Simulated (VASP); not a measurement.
Wanted: the native input for a VASP 6.6.1 run.

| Quantity | Value |
| --- | --- |
| Task | single point |
| Functional | RPBE |
| Potentials or basis | VASP PAW PBE potentials, release 64 (Lu) |
| Cutoff | 520 eV |
| k mesh | 11 × 11 × 11 |
| Occupations | fermi-dirac, width 0.1 eV |
| Spin | no spin polarisation |
| Dipole correction | no |
| Further INCAR settings | ALGO = Normal; EDIFF = 1e-06; NBANDS = 18 |

The structure of Lu lies in POSCAR:

```
Lu
1.0
    3.2687482046      0.0000000000      0.0000000000
    0.0000000000      3.2687482046      0.0000000000
    0.0000000000      0.0000000000      3.2687482046
Lu
1
Direct
    0.0000000000      0.0000000000      0.0000000000
```

The input as run:

INCAR

```
ALGO     = Normal         # electronic algorithm
EDIFF    = 1E-6           # SCF threshold, eV
ENCUT    = 520            # plane-wave cutoff, eV
GGA      = RP             # functional
ISIF     = 2              # what is computed and relaxed
ISMEAR   = -1             # smearing method
LASPH    = True           # aspherical terms in the spheres
LCHARG   = False          # write CHGCAR
LREAL    = False          # projectors in reciprocal space
LWAVE    = False          # write WAVECAR
NBANDS   = 18             # bands
NELM     = 100            # most SCF steps
PREC     = Accurate       # precision mode
SIGMA    = 0.1            # smearing width, eV
```

KPOINTS

```
k-points
0
Gamma
  11 11 11
```

Potentials or basis: VASP PAW PBE potentials, release 64 (Lu).

Command:

```console
$ cat potpaw_PBE.64/Lu/POTCAR > POTCAR
$ mpirun -np 1 vasp_std > vasp.out
```

It gave:

The pressure is -0.1 GPa.

Caveat: the PAW data sets were made with another functional, which shifts forces and pressure a little.

Wall time 14 s on 1 thread of Intel(R) Xeon(R) Platinum 8488C (Sapphire Rapids), with other jobs on the host, peak memory 0.17 GiB.
